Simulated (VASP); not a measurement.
# Cu (P6_3/mmc) in VASP: notebook

The runs below take Cu through single point, with PBE.

Program: VASP 6.6.1. These are calculated values, not measurements. Logs are shortened: lines on timing, memory, paths and dates and some standing lists are left out, and cuts for length are marked.

## Step 1: The cell of the first run

Symmetry: P6_3/mmc, No. 194, hexagonal system. The conventional cell has a = 2.566 Å, b = 2.566 Å, c = 4.202 Å, α = 90.00°, β = 90.00°, γ = 120.00°. Within 3.4 Å of Cu (site symmetry -6m2) lie 12 Cu at 2.57 Å.

## Step 2: Single point, PBE

Contents of INCAR:

```
SYSTEM = Cu
PREC = Accurate
ENCUT = 520
EDIFF = 1E-6
ISMEAR = -1
SIGMA = 0.1
LREAL = .FALSE.
LASPH = .TRUE.
NELM = 80
ALGO = Normal
ISIF = 2
LWAVE = .FALSE.
LCHARG = .TRUE.
GGA = PE
LELF = .TRUE.
LVHAR = .TRUE.
NBANDS = 18
```

Contents of KPOINTS:

```
regular mesh
0
G
  16 16 9
  0 0 0
```

Contents of POSCAR:

```
Cu
1.0
    2.5661520238      0.0000000000      0.0000000000
   -1.2830760119      2.2223528426      0.0000000000
    0.0000000000      0.0000000000      4.2018316688
Cu
2
Direct
    0.3333333333      0.6666666667      0.2500000000
    0.6666666667      0.3333333333      0.7500000000
```

Potentials or basis: VASP PAW PBE potentials, release 64 (Cu).

Launch:

```bash
$ cat potpaw_PBE.64/Cu/POTCAR > POTCAR
$ mpirun -np 1 vasp_std > vasp.out
```

OUTCAR:

```text
SYSTEM = Cu
   PREC = Accurate
   ENCUT = 520
   EDIFF = 1E-6
   ISMEAR = -1
   LREAL = .FALSE.
   LASPH = .TRUE.
   NELM = 80
   ISIF = 2
   GGA = PE

 ion  position               nearest neighbor table
   1  0.333  0.667  0.250-   2 2.57   2 2.57   2 2.57   2 2.57   2 2.57   2 2.57
   2  0.667  0.333  0.750-   1 2.57   1 2.57   1 2.57   1 2.57   1 2.57   1 2.57

  LATTYP: Found a hexagonal cell.
 ALAT       =     2.5661520238
 C/A-ratio  =     1.6374055901

  Lattice vectors:

 A1 = (   2.5661520238,   0.0000000000,   0.0000000000)
 A2 = (  -1.2830760119,   2.2223528426,   0.0000000000)
 A3 = (   0.0000000000,   0.0000000000,   4.2018316688)

Analysis of symmetry for initial positions (statically):
=====================================================================
 Subroutine PRICEL returns:
 Original cell was already a primitive cell.

 Routine SETGRP: Setting up the symmetry group for a
 hexagonal supercell.

 Subroutine GETGRP returns: Found 24 space group operations
 (whereof 12 operations were pure point group operations)
 out of a pool of 24 trial point group operations.

The static configuration has the point symmetry D_3d.
 The point group associated with its full space group is D_6h.

Analysis of symmetry for dynamics (positions and initial velocities):
=====================================================================
 Subroutine PRICEL returns:
 Original cell was already a primitive cell.

 Routine SETGRP: Setting up the symmetry group for a
 hexagonal supercell.

 Subroutine GETGRP returns: Found 24 space group operations
 (whereof 12 operations were pure point group operations)
 out of a pool of 24 trial point group operations.

The dynamic configuration has the point symmetry D_3d.
 The point group associated with its full space group is D_6h.

 Subroutine INISYM returns: Found 24 space group operations
 (whereof 12 operations are pure point group operations),
 and found     1 'primitive' translations

----------------------------------------------------------------------------------------

                                     Primitive cell

  volume of cell :      23.9626

  direct lattice vectors                    reciprocal lattice vectors
     2.566152024  0.000000000  0.000000000     0.389688526  0.224986775  0.000000000
    -1.283076012  2.222352843  0.000000000     0.000000000  0.449973551  0.000000000
     0.000000000  0.000000000  4.201831669     0.000000000  0.000000000  0.237991447

  length of vectors
[... 81 lines left out ...]
   NELM   =     80;   NELMIN=  2; NELMDL= -5     # of ELM steps
   EDIFF  = 0.1E-05   stopping-criterion for ELM
   LREAL  =      F    real-space projection
   EDIFFG = 0.1E-04   stopping-criterion for IOM
   NSW    =      0    number of steps for IOM
   IBRION =     -1    ionic relax: 0-MD 1-quasi-New 2-CG
   NFREE  =      0    steps in history (QN), initial steepest desc. (CG)
   ISIF   =      2    stress and relaxation
   ISYM   =      2    0-nonsym 1-usesym 2-fastsym
   POTIM  = 0.5000    time-step for ionic-motion
   TEBEG  =    0.0;   TEEND  =   0.0 temperature during run
   PSTRESS=    0.0 pullay stress
   NELECT =      22.0000    total number of electrons
   NUPDOWN=      -1.0000    fix difference up-down
   EMIN   =  10.00;   EMAX   =-10.00  energy-range for DOS
   EFERMI =   0.00;   METHOD = LEGACY
   ISMEAR =    -1;   SIGMA  =   0.10  broadening in eV -4-tet -1-fermi 0-gaus
   EFERMI_NEDOS =   21; number of points for ismear=-14 and -15
   IALGO  =     38    algorithm
   IMIX   =      4    mixing-type and parameters
     AMIX     =   0.40;   BMIX     =  1.00
     AMIX_MAG =   1.60;   BMIX_MAG =  1.00
  volume/ion in A,a.u.               =      11.98        80.85
  Fermi-wavevector in a.u.,A,eV,Ry     =   1.591125  3.006791 34.445593  2.531680
  Thomas-Fermi vector in A             =   2.689714
   LORBIT       =      0    0 simple, 1 ext, 2 COOP (PROOUT), +10 PAW based schemes
   GGA     = PE    functional components
   LHFCALC =     F    Hartree Fock is set to
   AEXX    =    0.0000 exact exchange contribution
   IVDW    =     0    specifies the selected vdW correction
   LEPSILON=     F    determine dielectric tensor
   LRPA    =     F    only Hartree local field effects (RPA)
 non-spin polarized calculation
  energy-cutoff  :      520.00
  volume of cell :       23.96
 maximum number of plane-waves:       668
 NGX is ok and might be reduce to    20
   NGX =  9   NGY =  9   NGZ = 15

 number of electron      22.0000009 magnetization

 Free energy of the ion-electron system (eV)
  ---------------------------------------------------
  ext. energy  EPLUGINS =         0.00000000
  ---------------------------------------------------
  free energy    TOTEN  =        -7.44957351 eV

  energy without entropy =       -7.42786426  energy(sigma->0) =       -7.43871888

 E-fermi :   7.3884     XC(G=0): -12.6421

 val. band max:        7.3775099278   @ k =   0.5000  -0.0000   0.1111
 cond. band min:       7.4157311929   @ k =   0.3125   0.0000   0.3333
 fundamental gap:      0.0382212650
 Fermi energy:         7.3883820108

 k-point     1 :       0.0000    0.0000    0.0000
  band No.  band energies     occupation
      1      -1.8338      2.00000
      2       2.4052      2.00000
      3       4.4134      2.00000
      4       4.4825      2.00000
      5       4.4825      2.00000
      6       4.6827      2.00000
[... 481 lines left out ...]
      5       4.2983      2.00000
      6       4.6049      2.00000
[... 10 lines left out ...]
     17      23.1038      0.00000
     18      24.2271      0.00000

 [... further k-points ...]

------------------------ aborting loop because EDIFF is reached ----------------------------------------

  FORCE on cell =-STRESS in cart. coord.  units (eV):
  Direction    XX          YY          ZZ          XY          YZ          ZX
  --------------------------------------------------------------------------------------
  -------------------------------------------------------------------------------------
  Total        0.1139539      0.1139539      0.0856829      0.0000000     -0.0000000      0.0000000
  in kB        7.6191334      7.6191334      5.7288955      0.0000000     -0.0000000      0.0000000
  external PRESSURE =       6.9890541 kB  Pullay stress =       0.0000000 kB

 VOLUME and BASIS-vectors are now :
 -----------------------------------------------------------------------------
  energy-cutoff  :      520.00
  volume of cell :       23.96
      direct lattice vectors                 reciprocal lattice vectors
     2.566152024  0.000000000  0.000000000     0.389688526  0.224986775  0.000000000
    -1.283076012  2.222352843  0.000000000     0.000000000  0.449973551  0.000000000
     0.000000000  0.000000000  4.201831669     0.000000000  0.000000000  0.237991447

 POSITION                                       TOTAL-FORCE (eV/Angst)
 -----------------------------------------------------------------------------------
     -0.00000      1.48157      1.05046         0.000000      0.000000      0.000000
      1.28308      0.74078      3.15137        -0.000000      0.000000      0.000000
 -----------------------------------------------------------------------------------
    total drift:                                0.000000     -0.000000      0.000000

  FREE ENERGIE OF THE ION-ELECTRON SYSTEM (eV)
  ---------------------------------------------------
  free  energy   TOTEN  =        -7.4495735071 eV

  energy  without entropy=       -7.4278642608  energy(sigma->0) =       -7.43871888
```

OSZICAR:

```text
N       E                     dE             d eps       ncg     rms          rms(c)
DAV:   1     0.122119681225E+03    0.12212E+03   -0.10530E+04  5856   0.218E+03
DAV:   2    -0.333832981381E+01   -0.12546E+03   -0.11902E+03  5412   0.286E+02
DAV:   3    -0.919020662574E+01   -0.58519E+01   -0.56511E+01  6076   0.843E+01
DAV:   4    -0.925207758245E+01   -0.61871E-01   -0.61826E-01  6572   0.938E+00
DAV:   5    -0.925287468352E+01   -0.79710E-03   -0.79707E-03  6644   0.907E-01    0.109E+01
DAV:   6    -0.822836098484E+01    0.10245E+01   -0.11466E+01  5772   0.971E+01    0.573E+00
DAV:   7    -0.747196783388E+01    0.75639E+00   -0.23454E+00  5848   0.404E+01    0.718E-01
DAV:   8    -0.745429303996E+01    0.17675E-01   -0.21431E-02  7714   0.214E+00    0.522E-01
DAV:   9    -0.744955136464E+01    0.47417E-02   -0.86090E-03  6178   0.263E+00    0.400E-02
DAV:  10    -0.744957328010E+01   -0.21915E-04   -0.23256E-04  8272   0.248E-01    0.565E-03
DAV:  11    -0.744957350714E+01   -0.22705E-06   -0.96213E-07  5114   0.243E-02
   1 F= -.74495735E+01 E0= -.74387189E+01  d E =-.217092E-01
```

Run time: 31 s. Hardware: 1 thread of Intel Xeon Platinum 8488C (Sapphire Rapids), shared host; peak memory 0.17 GiB.

Results:

```
Free energy            : -7.4496 eV
Pressure               : 0.7 GPa
Band gap on the k mesh : zero (band 11 reaches 10.72 eV, above the bottom of band 12 at 5.53 eV)
```

## Step 3: Single point, PBE (volume scaled by 1.04)

Contents of INCAR:

```
  PREC = Accurate
  ENCUT = 520
  EDIFF = 1E-7
  ISMEAR = -1
  SIGMA = 0.1
  LREAL = F
  LASPH = T
  NELM = 80
  ALGO = Normal
  ISIF = 2
  LWAVE = F
  LCHARG = F
  GGA = PE
  NBANDS = 18
```

Contents of KPOINTS:

```
Automatic mesh
0
Gamma
  16 16 9
```

Contents of POSCAR:

```
Cu
1.0
    2.5999210545      0.0000000000      0.0000000000
   -1.2999605273      2.2515976810      0.0000000000
    0.0000000000      0.0000000000      4.2571252685
Cu
2
Direct
    0.3333333333      0.6666666667      0.2500000000
    0.6666666667      0.3333333333      0.7500000000
```

Potentials or basis: VASP PAW PBE potentials, release 64 (Cu).

Launch:

```bash
$ cat potpaw_PBE.64/Cu/POTCAR > POTCAR
$ mpirun -np 1 vasp_std > vasp.out
```

OUTCAR:

```text
PREC = Accurate
   ENCUT = 520
   EDIFF = 1E-7
   ISMEAR = -1
   LREAL = F
   LASPH = T
   NELM = 80
   ISIF = 2
   GGA = PE

 ion  position               nearest neighbor table
   1  0.333  0.667  0.250-   2 2.60   2 2.60   2 2.60   2 2.60   2 2.60   2 2.60
   2  0.667  0.333  0.750-   1 2.60   1 2.60   1 2.60   1 2.60   1 2.60   1 2.60

  LATTYP: Found a hexagonal cell.
 ALAT       =     2.5999210545
 C/A-ratio  =     1.6374055901

  Lattice vectors:

 A1 = (   2.5999210545,   0.0000000000,   0.0000000000)
 A2 = (  -1.2999605273,   2.2515976810,   0.0000000000)
 A3 = (   0.0000000000,   0.0000000000,   4.2571252685)

Analysis of symmetry for initial positions (statically):
=====================================================================
 Subroutine PRICEL returns:
 Original cell was already a primitive cell.

 Routine SETGRP: Setting up the symmetry group for a
 hexagonal supercell.

 Subroutine GETGRP returns: Found 24 space group operations
 (whereof 12 operations were pure point group operations)
 out of a pool of 24 trial point group operations.

The static configuration has the point symmetry D_3d.
[... 161 lines left out ...]
  energy without entropy =       -7.41545255  energy(sigma->0) =       -7.42650611

 E-fermi :   6.9228     XC(G=0): -12.4171

 val. band max:        6.9172060587   @ k =   0.4375   0.0625   0.3333
 cond. band min:       6.9253463831   @ k =   0.5000  -0.0000   0.1111
 fundamental gap:      0.0081403244
 Fermi energy:         6.9228487549

 k-point     1 :       0.0000    0.0000    0.0000
  band No.  band energies     occupation
      1      -2.0111      2.00000
      2       2.1493      2.00000
      3       4.0621      2.00000
      4       4.1280      2.00000
      5       4.1280      2.00000
      6       4.3156      2.00000
[... 481 lines left out ...]
      5       3.9563      2.00000
      6       4.2441      2.00000
[... 10 lines left out ...]
     17      22.1748      0.00000
     18      23.4289      0.00000

 [... further k-points ...]

------------------------ aborting loop because EDIFF is reached ----------------------------------------

  FORCE on cell =-STRESS in cart. coord.  units (eV):
  Direction    XX          YY          ZZ          XY          YZ          ZX
  --------------------------------------------------------------------------------------
  -------------------------------------------------------------------------------------
  Total       -0.6895574     -0.6895574     -0.7110497      0.0000000      0.0000000      0.0000000
  in kB      -44.3316215    -44.3316215    -45.7133635      0.0000000      0.0000000      0.0000000
  external PRESSURE =     -44.7922022 kB  Pullay stress =       0.0000000 kB

 VOLUME and BASIS-vectors are now :
 -----------------------------------------------------------------------------
  energy-cutoff  :      520.00
  volume of cell :       24.92
      direct lattice vectors                 reciprocal lattice vectors
     2.599921055  0.000000000  0.000000000     0.384627063  0.222064539  0.000000000
    -1.299960527  2.251597681  0.000000000     0.000000000  0.444129077  0.000000000
     0.000000000  0.000000000  4.257125269     0.000000000  0.000000000  0.234900299

 POSITION                                       TOTAL-FORCE (eV/Angst)
 -----------------------------------------------------------------------------------
     -0.00000      1.50107      1.06428         0.000000     -0.000000     -0.000000
      1.29996      0.75053      3.19284        -0.000000      0.000000      0.000000
 -----------------------------------------------------------------------------------
    total drift:                               -0.000000      0.000000     -0.000000

  FREE ENERGIE OF THE ION-ELECTRON SYSTEM (eV)
  ---------------------------------------------------
  free  energy   TOTEN  =        -7.4375596710 eV

  energy  without entropy=       -7.4154525470  energy(sigma->0) =       -7.42650611
```

It took 33 s on 1 thread of Intel Xeon Platinum 8488C (Sapphire Rapids), shared host; peak memory 0.17 GiB.

Results:

- Free energy: -7.4376 eV
- Pressure: -4.5 GPa
- Band gap on the k mesh: zero (band 11 reaches 10.17 eV, above the bottom of band 12 at 5.11 eV)

Stress tensor (GPa, compression positive):
```
-4.43  0.00  0.00
 0.00 -4.43  0.00
 0.00  0.00 -4.57
```

Levels at points of the mesh, in eV from the Fermi level:
```
           k point  band 8  band 9  band 10  band 11  band 12  band 13  band 14  band 15
(0.00, 0.00, 0.00)   -2.34   -2.34    -1.66    -1.66    -0.85     3.48    20.97    21.01
(0.50, 0.00, 0.00)   -1.57   -1.54    -1.48     0.03     1.48     7.52     7.80    10.34
```

## Step 4: Single point, PBE (volume scaled by 1.08)

Contents of INCAR:

```
SYSTEM = Cu
ALGO     = Normal         ! electronic algorithm
EDIFF    = 1E-6           ! SCF threshold, eV
ENCUT    = 520            ! plane-wave cutoff, eV
GGA      = PE             ! functional
ISIF     = 2              ! what is computed and relaxed
ISMEAR   = -1             ! smearing method
LASPH    = .True.         ! aspherical terms in the spheres
LCHARG   = .True.         ! write CHGCAR
LELF     = .True.         ! ELF
LREAL    = .False.        ! projectors in reciprocal space
LVHAR    = .True.       
LWAVE    = .False.        ! write WAVECAR
NBANDS   = 18             ! bands
NELM     = 60             ! most SCF steps
PREC     = Accurate       ! precision mode
SIGMA    = 0.1            ! smearing width, eV
```

Contents of KPOINTS:

```
k-points
0
Gamma
  16 16 9
  0 0 0
```

Contents of POSCAR:

```
Cu
1.0
    2.6328349417      0.0000000000      0.0000000000
   -1.3164174708      2.2801019435      0.0000000000
    0.0000000000      0.0000000000      4.3110186513
Cu
2
Direct
    0.3333333333      0.6666666667      0.2500000000
    0.6666666667      0.3333333333      0.7500000000
```

Launch:

```bash
$ cat potpaw_PBE.64/Cu/POTCAR > POTCAR
$ mpirun -np 1 vasp_std > vasp.out
```

Wall time 32 s (1 thread of Intel Xeon Platinum 8488C (Sapphire Rapids), shared host); peak memory 0.17 GiB.

Results (log left out):

| Property | Result |
| --- | --- |
| Free energy | -7.3992 eV |
| Pressure | -8.1 GPa |
| Band gap on the k mesh | zero (band 11 reaches 9.66 eV, above the bottom of band 12 at 4.72 eV) |

Stress tensor (GPa, compression positive):
```
-8.06  0.00  0.00
 0.00 -8.06  0.00
 0.00  0.00 -8.16
```

Levels at points of the mesh, in eV from the Fermi level:
| k point | band 8 | band 9 | band 10 | band 11 | band 12 | band 13 | band 14 | band 15 |
| --- | --- | --- | --- | --- | --- | --- | --- | --- |
| (0.00, 0.00, 0.00) | -2.27 | -2.27 | -1.62 | -1.62 | -0.75 | 3.30 | 20.45 | 20.45 |
| (0.50, 0.00, 0.00) | -1.54 | -1.51 | -1.46 | 0.04 | 1.40 | 7.36 | 7.59 | 10.07 |

## Step 5: Overview

```csv
cell,gap on the mesh (eV),pressure (GPa)
"a = 2.566, b = 2.566, c = 4.202 Å, angles 90.0, 90.0, 120.0°, 2 atoms",none,0.7
"a = 2.600, b = 2.600, c = 4.257 Å, angles 90.0, 90.0, 120.0°, 2 atoms",none,-4.5
"a = 2.633, b = 2.633, c = 4.311 Å, angles 90.0, 90.0, 120.0°, 2 atoms",none,-8.1
```

Alike in all rows: task single point; level PBE; potentials or basis VASP PAW PBE potentials, release 64 (Cu); no spin polarisation; k mesh 16 × 16 × 9; cutoff (eV) 520; smearing fermi-dirac 0.1 eV.

Absolute energies hang on the potentials; compare differences alone.
